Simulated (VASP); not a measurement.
# Zr3O (P6_322) in VASP: a series of runs, part 2 of 2

VASP 6.6.1. The steps go on from the part before.

**4. Single point, PBEsol**

This run uses another cell than the first one, of the same volume but with other edges.

File INCAR:

```
ALGO     = Normal         # electronic algorithm
EDIFF    = 1E-7           # SCF threshold, eV
ENCUT    = 520            # plane-wave cutoff, eV
GGA      = PS             # functional
ISIF     = 2              # what is computed and relaxed
ISMEAR   = 0              # smearing method
LASPH    = T              # aspherical terms in the spheres
LCHARG   = F              # write CHGCAR
LREAL    = F              # projectors in reciprocal space
LWAVE    = F              # write WAVECAR
NBANDS   = 52             # bands
NELM     = 80             # most SCF steps
PREC     = Accurate       # precision mode
SIGMA    = 0.15           # smearing width, eV
```

File KPOINTS:

```
k-points
0
Gamma
  9 9 8
```

File POSCAR:

```
Zr3O
1.0
    5.7786427719      0.0000000000      0.0000000000
   -2.8893213860      5.0044514399      0.0000000000
    0.0000000000      0.0000000000      4.8147651576
Zr O
6 2
Direct
    0.3461873000      0.0000000000      0.0000000000
    0.3461873000      0.3461873000      0.5000000000
    0.0000000000      0.3461873000      0.0000000000
    0.6538127000      0.0000000000      0.5000000000
    0.6538127000      0.6538127000      0.0000000000
    0.0000000000      0.6538127000      0.5000000000
    0.3333333333      0.6666666667      0.2500000000
    0.6666666667      0.3333333333      0.7500000000
```

Potentials or basis: VASP PAW PBE potentials, release 64 (Zr_sv, O).

Started as:

```sh
$ cat potpaw_PBE.64/Zr_sv/POTCAR potpaw_PBE.64/O/POTCAR > POTCAR
$ mpirun -np 1 vasp_std > vasp.out
```

OUTCAR:

```text
EDIFF = 1E-7
   ENCUT = 520
   GGA = PS
   ISIF = 2
   ISMEAR = 0
   LASPH = T
   LREAL = F
   NELM = 80
   PREC = Accurate

 ion  position               nearest neighbor table
   1  0.346  0.000  0.000-   7 2.24   8 2.24   4 2.99   4 2.99   6 3.13   6 3.13   2 3.13   2 3.13
                             3 3.27   5 3.27   3 3.27   5 3.27   5 3.46   3 3.46
   2  0.346  0.346  0.500-   8 2.24   7 2.24   5 2.99   5 2.99   3 3.13   3 3.13   1 3.13   1 3.13
                             6 3.27   6 3.27   4 3.27   4 3.27   4 3.46   6 3.46
   3  0.000  0.346  0.000-   8 2.24   7 2.24   6 2.99   6 2.99   2 3.13   2 3.13   4 3.13   4 3.13
                             5 3.27   1 3.27   5 3.27   1 3.27   1 3.46   5 3.46
   4  0.654  0.000  0.500-   8 2.24   7 2.24   1 2.99   1 2.99   3 3.13   3 3.13   5 3.13   5 3.13
                             6 3.27   2 3.27   6 3.27   2 3.27   2 3.46   6 3.46
   5  0.654  0.654  0.000-   7 2.24   8 2.24   2 2.99   2 2.99   6 3.13   6 3.13   4 3.13   4 3.13
                             3 3.27   3 3.27   1 3.27   1 3.27   1 3.46   3 3.46
   6  0.000  0.654  0.500-   7 2.24   8 2.24   3 2.99   3 2.99   5 3.13   5 3.13   1 3.13   1 3.13
                             2 3.27   4 3.27   2 3.27   4 3.27   4 3.46   2 3.46
   7  0.333  0.667  0.250-   6 2.24   1 2.24   3 2.24   4 2.24   5 2.24   2 2.24
   8  0.667  0.333  0.750-   3 2.24   4 2.24   6 2.24   1 2.24   2 2.24   5 2.24

  LATTYP: Found a hexagonal cell.
 ALAT       =     5.7786427719
 C/A-ratio  =     0.8332000000

  Lattice vectors:

 A1 = (   5.7786427719,   0.0000000000,   0.0000000000)
 A2 = (  -2.8893213860,   5.0044514399,   0.0000000000)
 A3 = (   0.0000000000,   0.0000000000,   4.8147651576)

Analysis of symmetry for initial positions (statically):
=====================================================================
 Subroutine PRICEL returns:
 Original cell was already a primitive cell.

 Routine SETGRP: Setting up the symmetry group for a
 hexagonal supercell.

 Subroutine GETGRP returns: Found 12 space group operations
 (whereof  6 operations were pure point group operations)
 out of a pool of 24 trial point group operations.

The static configuration has the point symmetry D_3 .
 The point group associated with its full space group is D_6 .

Analysis of symmetry for dynamics (positions and initial velocities):
=====================================================================
 Subroutine PRICEL returns:
 Original cell was already a primitive cell.

 Routine SETGRP: Setting up the symmetry group for a
 hexagonal supercell.

 Subroutine GETGRP returns: Found 12 space group operations
 (whereof  6 operations were pure point group operations)
 out of a pool of 24 trial point group operations.

The dynamic configuration has the point symmetry D_3 .
 The point group associated with its full space group is D_6 .

 Subroutine INISYM returns: Found 12 space group operations
 (whereof  6 operations are pure point group operations),
 and found     1 'primitive' translations

----------------------------------------------------------------------------------------

                                     Primitive cell

  volume of cell :     139.2379

  direct lattice vectors                    reciprocal lattice vectors
     5.778642772  0.000000000  0.000000000     0.173051016  0.099911050  0.000000000
    -2.889321386  5.004451440  0.000000000     0.000000000  0.199822101  0.000000000
     0.000000000  0.000000000  4.814765158     0.000000000  0.000000000  0.207694450

  length of vectors
[... 77 lines left out ...]
   number of dos      NEDOS =    301   number of ions     NIONS =      8
   total plane-waves  NPLWV =  82944
   dimension x,y,z NGX =    48 NGY =   48 NGZ =   36
   dimension x,y,z NGXF=    96 NGYF=   96 NGZF=   72
   ions per type =               6   2
   NGX,Y,Z   is equivalent  to a cutoff of  13.81, 13.81, 12.43 a.u.
   NGXF,Y,Z  is equivalent  to a cutoff of  27.62, 27.62, 24.86 a.u.
 SYSTEM =  unknown system
   PREC   = accura    normal or accurate (medium, high low for compatibility)
   ISTART =      0    job   : 0-new  1-cont  2-samecut
   ICHARG =      2    charge: 1-file 2-atom 10-const
   ISPIN  =      1    spin polarized calculation?
   LNONCOLLINEAR =      F non collinear calculations
   LSORBIT =      F    spin-orbit coupling
   LASPH  =      T    aspherical Exc in radial PAW
   ENCUT  =  520.0 eV  38.22 Ry    6.18 a.u.  10.74 10.74  8.95*2*pi/ulx,y,z
   NELM   =     80;   NELMIN=  2; NELMDL= -5     # of ELM steps
   EDIFF  = 0.1E-06   stopping-criterion for ELM
   LREAL  =      F    real-space projection
   EDIFFG = 0.1E-05   stopping-criterion for IOM
   NSW    =      0    number of steps for IOM
   IBRION =     -1    ionic relax: 0-MD 1-quasi-New 2-CG
   NFREE  =      0    steps in history (QN), initial steepest desc. (CG)
   ISIF   =      2    stress and relaxation
   ISYM   =      2    0-nonsym 1-usesym 2-fastsym
   POTIM  = 0.5000    time-step for ionic-motion
   TEBEG  =    0.0;   TEEND  =   0.0 temperature during run
   PSTRESS=    0.0 pullay stress
   NELECT =      84.0000    total number of electrons
   NUPDOWN=      -1.0000    fix difference up-down
   EMIN   =  10.00;   EMAX   =-10.00  energy-range for DOS
   EFERMI =   0.00;   METHOD = LEGACY
   ISMEAR =     0;   SIGMA  =   0.15  broadening in eV -4-tet -1-fermi 0-gaus
   EFERMI_NEDOS =   21; number of points for ismear=-14 and -15
   IALGO  =     38    algorithm
   IMIX   =      4    mixing-type and parameters
     AMIX     =   0.40;   BMIX     =  1.00
     AMIX_MAG =   1.60;   BMIX_MAG =  1.00
  volume/ion in A,a.u.               =      17.40       117.45
  Fermi-wavevector in a.u.,A,eV,Ry     =   1.383297  2.614052 26.034894  1.913511
  Thomas-Fermi vector in A             =   2.507908
   LORBIT       =      0    0 simple, 1 ext, 2 COOP (PROOUT), +10 PAW based schemes
   GGA     = PS    functional components
   LHFCALC =     F    Hartree Fock is set to
   AEXX    =    0.0000 exact exchange contribution
   IVDW    =     0    specifies the selected vdW correction
   LEPSILON=     F    determine dielectric tensor
   LRPA    =     F    only Hartree local field effects (RPA)
 non-spin polarized calculation
 Gauss-broadening in eV      SIGMA  =   0.15
  energy-cutoff  :      520.00
  volume of cell :      139.24
 maximum number of plane-waves:      3798
 NGX is ok and might be reduce to    48

 number of electron      83.9999986 magnetization

 Free energy of the ion-electron system (eV)
  ---------------------------------------------------
  ext. energy  EPLUGINS =         0.00000000
  ---------------------------------------------------
  free energy    TOTEN  =       -76.19249736 eV

  energy without entropy =      -76.13173887  energy(sigma->0) =      -76.16211811

 E-fermi :   9.7878     XC(G=0): -11.7601

 val. band max:        9.7865751839   @ k =   0.1111  -0.0000   0.2500
 cond. band min:       9.7892973254   @ k =   0.2222   0.2222   0.5000
 fundamental gap:      0.0027221414
 Fermi energy:         9.7877998709

 k-point     1 :       0.0000    0.0000    0.0000
  band No.  band energies     occupation
      1     -38.9937      2.00000
      2     -38.8195      2.00000
      3     -38.8195      2.00000
      4     -38.7741      2.00000
      5     -38.7741      2.00000
      6     -38.7510      2.00000
[... 1309 lines left out ...]
     51      12.7684      0.00000
     52      12.8751      0.00000

 [... further k-points ...]

------------------------ aborting loop because EDIFF is reached ----------------------------------------

  FORCE on cell =-STRESS in cart. coord.  units (eV):
  Direction    XX          YY          ZZ          XY          YZ          ZX
  --------------------------------------------------------------------------------------
  -------------------------------------------------------------------------------------
  Total       -3.1854818     -3.1854818     10.8528290      0.0000000     -0.0000000      0.0000000
  in kB      -36.6545820    -36.6545820    124.8809246      0.0000000     -0.0000000      0.0000000
  external PRESSURE =      17.1905869 kB  Pullay stress =       0.0000000 kB

 VOLUME and BASIS-vectors are now :
 -----------------------------------------------------------------------------
  energy-cutoff  :      520.00
  volume of cell :      139.24
      direct lattice vectors                 reciprocal lattice vectors
     5.778642772  0.000000000  0.000000000     0.173051016  0.099911050  0.000000000
    -2.889321386  5.004451440  0.000000000     0.000000000  0.199822101  0.000000000
     0.000000000  0.000000000  4.814765158     0.000000000  0.000000000  0.207694450

 POSITION                                       TOTAL-FORCE (eV/Angst)
 -----------------------------------------------------------------------------------
      2.00049      0.00000      0.00000        -0.395184      0.000000     -0.000000
      1.00025      1.73248      2.40738        -0.197592     -0.342239      0.000000
     -1.00025      1.73248      0.00000         0.197592     -0.342239      0.000000
      3.77815      0.00000      2.40738         0.395184      0.000000      0.000000
      1.88908      3.27197      0.00000         0.197592      0.342239      0.000000
     -1.88908      3.27197      2.40738        -0.197592      0.342239      0.000000
     -0.00000      3.33630      1.20369        -0.000000      0.000000      0.000000
      2.88932      1.66815      3.61107        -0.000000      0.000000     -0.000000
 -----------------------------------------------------------------------------------
    total drift:                                0.000001     -0.000001      0.000000

  FREE ENERGIE OF THE ION-ELECTRON SYSTEM (eV)
  ---------------------------------------------------
  free  energy   TOTEN  =       -76.1924973588 eV

  energy  without entropy=      -76.1317388677  energy(sigma->0) =      -76.16211811
```

Run time: 5.7 min. Hardware: 1 thread of AMD EPYC 9R45 (Zen 5), shared host; peak memory 0.44 GiB.

Results:

* Free energy: -76.1925 eV
* Pressure: 1.7 GPa
* Largest force: 0.395 eV/Å
* Band gap on the k mesh: zero (bands 42 and 43 overlap by 0.86 eV)

Forces in eV/Å, atoms in the order of the input:
```
Zr  -0.395  0.000  0.000
Zr  -0.198 -0.342  0.000
Zr   0.198 -0.342  0.000
Zr   0.395  0.000  0.000
Zr   0.198  0.342  0.000
Zr  -0.198  0.342  0.000
O    0.000  0.000  0.000
O    0.000  0.000  0.000
```

Stress tensor (GPa, compression positive):
```
-3.67  0.00  0.00
 0.00 -3.67  0.00
 0.00  0.00 12.49
```

Levels at points of the mesh, in eV from the Fermi level:
| k point | band 39 | band 40 | band 41 | band 42 | band 43 | band 44 | band 45 | band 46 |
| --- | --- | --- | --- | --- | --- | --- | --- | --- |
| (0.00, 0.00, 0.00) | -1.33 | -1.33 | 0.50 | 0.64 | 0.64 | 0.98 | 0.98 | 1.26 |
| (0.00, 0.00, 0.50) | -0.44 | -0.44 | -0.20 | -0.20 | -0.16 | -0.16 | 0.46 | 0.46 |

Caveat: the PAW data sets were made with another functional, which shifts forces and pressure a little.

**5. Single point, PBEsol**

This run uses another cell than the first one, of the same volume but with other edges.

File INCAR:

```
SYSTEM = Zr3O
PREC = Accurate
ENCUT = 520
EDIFF = 1E-6
ISMEAR = 0
SIGMA = 0.15
LREAL = .FALSE.
LASPH = .TRUE.
NELM = 80
ALGO = Normal
ISIF = 2
LWAVE = .FALSE.
LCHARG = .TRUE.
GGA = PS
LELF = .TRUE.
LVHAR = .TRUE.
NBANDS = 52
```

File KPOINTS:

```
Automatic mesh
0
G
  9 9 8
  0 0 0
```

File POSCAR:

```
Zr3O
1.0
    5.7786427719      0.0000000000      0.0000000000
   -2.8893213860      5.0044514399      0.0000000000
    0.0000000000      0.0000000000      4.8147651576
Zr O
6 2
Direct
    0.3596178438      0.0000000000      0.0000000000
    0.3596178438      0.3596178438      0.5000000000
    0.0000000000      0.3596178438      0.0000000000
    0.6403821562      0.0000000000      0.5000000000
    0.6403821562      0.6403821562      0.0000000000
    0.0000000000      0.6403821562      0.5000000000
    0.3333333333      0.6666666667      0.2500000000
    0.6666666667      0.3333333333      0.7500000000
```

Started as:

```sh
$ cat potpaw_PBE.64/Zr_sv/POTCAR potpaw_PBE.64/O/POTCAR > POTCAR
$ mpirun -np 1 vasp_std > vasp.out
```

Wall time 5.7 min (1 thread of AMD EPYC 9R45 (Zen 5), shared host); peak memory 0.44 GiB.

It converged, with:

| Property | Result |
| --- | --- |
| Free energy | -75.7892 eV |
| Pressure | 5.0 GPa |
| Largest force | 1.297 eV/Å |
| Band gap on the k mesh | zero (bands 42 and 43 overlap by 0.98 eV) |

Forces on the atoms (eV/Å):
```
Zr  -1.297  0.000  0.000
Zr  -0.648 -1.123  0.000
Zr   0.648 -1.123  0.000
Zr   1.297  0.000  0.000
Zr   0.648  1.123  0.000
Zr  -0.648  1.123  0.000
O    0.000  0.000  0.000
O    0.000  0.000  0.000
```

Stress tensor (GPa, compression positive):
```
-0.29  0.00  0.00
 0.00 -0.29  0.00
 0.00  0.00 15.53
```

Levels at points of the mesh, in eV from the Fermi level:
```tsv
k point	band 38	band 39	band 40	band 41	band 42	band 43	band 44	band 45	band 46	band 47
(0.00, 0.00, 0.00)	-1.54	-1.33	-1.33	0.57	0.69	0.69	0.92	0.92	1.16	1.16
(0.00, 0.00, 0.50)	-1.15	-0.64	-0.64	-0.38	-0.38	0.00	0.00	0.46	0.46	1.30
```

Caveat: the cell stands under pressure; the PAW data sets were made with another functional, which shifts forces and pressure a little.

**6. Summary**

```csv
cell,gap on the mesh (eV),pressure (GPa),largest force (eV/Å)
"a = 5.584, b = 5.584, c = 5.156 Å, angles 90.0, 90.0, 120.0°, 8 atoms, atomic positions A",none,6.2,1.57
"a = 5.850, b = 5.850, c = 4.698 Å, angles 90.0, 90.0, 120.0°, 8 atoms, atomic positions A",none,7.3,1.67
"a = 5.779, b = 5.779, c = 4.815 Å, angles 90.0, 90.0, 120.0°, 8 atoms, atomic positions B",none,1.7,0.40
"a = 5.779, b = 5.779, c = 4.815 Å, angles 90.0, 90.0, 120.0°, 8 atoms, atomic positions C",none,5.0,1.30
```

Alike in all rows: task single point; level PBEsol; potentials or basis VASP PAW PBE potentials, release 64 (Zr_sv, O); no spin polarisation; k mesh 9 × 9 × 8; cutoff (eV) 520; smearing gaussian 0.15 eV.

Caveats: the PAW data sets were made with another functional, which shifts forces and pressure a little; the cell stands under pressure (at least some runs).

Total energies depend on the potentials used, so only differences within one code and one set of settings carry meaning.
